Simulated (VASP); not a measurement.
Input of a VASP 6.6.1 run:

File POSCAR:

```
In
1.0
   -1.6283625779      1.6283625779      2.5501879426
    1.6283625779     -1.6283625779      2.5501879426
    1.6283625779      1.6283625779     -2.5501879426
In
1
Direct
    0.0000000000      0.0000000000      0.0000000000
```

Contents of INCAR.step1:

```
PREC = Accurate
ENCUT = 600
ISMEAR = 0
SIGMA = 0.05
LREAL = False
LASPH = True
NELM = 60
GGA = PE
ALGO = Normal
EDIFF = 1E-4
LWAVE = True
LCHARG = False
```

Contents of INCAR.step2:

```
PREC = Accurate
ENCUT = 600
EDIFF = 1E-7
ISMEAR = 0
SIGMA = 0.05
LREAL = False
LASPH = True
NELM = 60
ALGO = Normal
ISIF = 4
LWAVE = False
LCHARG = False
METAGGA = R2SCAN
LMIXTAU = True
IBRION = 2
NSW = 60
EDIFFG = -0.01
ISTART = 1
```

Contents of KPOINTS:

```
Automatic mesh
0
Gamma
  18 18 18
```

Potentials or basis: VASP PAW PBE potentials, release 64 (In_d).

Launch:

```console
$ cat potpaw_PBE.64/In_d/POTCAR > POTCAR
$ cp INCAR.step1 INCAR
$ mpirun -np 1 vasp_std > vasp.out
$ cp INCAR.step2 INCAR
$ mpirun -np 1 vasp_std > vasp.out
```

Estimate the band gap on the k mesh.

zero (an odd number of electrons rules out a gap without spin polarisation).

Final structure:
```xyz
1
Lattice="-1.6279 1.6279 2.5516 1.6279 -1.6279 2.5516 1.6279 1.6279 -2.5516" Properties=species:S:1:pos:R:3 pbc="T T T"
In   -1.6279    1.6279    2.5516
```

Caveat: spin-orbit coupling is left out, which moves the levels of the heavy elements.
